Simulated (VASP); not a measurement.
Runs of VASP 6.6.1 on Sb2Mo. The structure is that of space group Pn-3m (No. 224), or close to it. The cells are those of the table. 

```tsv
task	cell	k mesh	cutoff (eV)	gap on the mesh (eV)	pressure (GPa)	relaxed volume (Å³/atom)
relaxation of cell and atoms	relaxed from a = 5.420 Å, 6 atoms	4 × 4 × 4	600	none	0.0	34.00
relaxation of cell and atoms	relaxed from a = 5.897 Å, 6 atoms	6 × 6 × 6	600	none	0.0	33.98
single point	a = 5.891 Å, 6 atoms	6 × 6 × 6	520	none	(b)	-
single point	a = 5.420 Å, 6 atoms	4 × 4 × 4	520	none	26.3	-
single point	a = 5.897 Å, 6 atoms	4 × 4 × 4	520	none	(a)	-
```

Alike in all rows: level PBE; potentials or basis VASP PAW PBE potentials, release 64 (Sb, Mo_sv); no spin polarisation; smearing gaussian 0.1 eV.

Q: Fill in the values left out.

A: (a) -0.3; (b) -0.2.

Caveats: spin-orbit coupling is left out, which moves the levels of the heavy elements; the volume moved by over 15 % at a fixed basis, so the end points are rough (some runs).

A k mesh can miss the band edges, and the runs leave out spin-orbit coupling on Mo, Sb.

A gap of «none» marks levels without a gap at the run's occupations.
